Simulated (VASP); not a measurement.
A run of VASP 6.6.1 is set up as follows.

The input INCAR:

```
  PREC = Accurate
  ENCUT = 520
  EDIFF = 1E-6
  ISMEAR = 1
  SIGMA = 0.05
  LREAL = False
  LASPH = True
  NELM = 80
  ALGO = Normal
  ISIF = 2
  LWAVE = False
  LCHARG = False
  GGA = PS
  NBANDS = 12
```

KPOINTS

```
regular mesh
0
Gamma
  8 8 8
```

Contents of POSCAR:

```
Cu
1.0
    0.0000000000      1.7850377308      1.7850377308
    1.7850377308      0.0000000000      1.7850377308
    1.7850377308      1.7850377308      0.0000000000
Cu
1
Direct
    0.0000000000      0.0000000000      0.0000000000
```

Potentials or basis: VASP PAW PBE potentials, release 64 (Cu).

Command:

```console
$ cat potpaw_PBE.64/Cu/POTCAR > POTCAR
$ mpirun -np 1 vasp_std > vasp.out
```

Task: Estimate the pressure.

Result: 0.7 GPa.

Caveat: the k points lie up to 0.38 Å⁻¹ apart; the PAW data sets were made with another functional, which shifts forces and pressure a little.
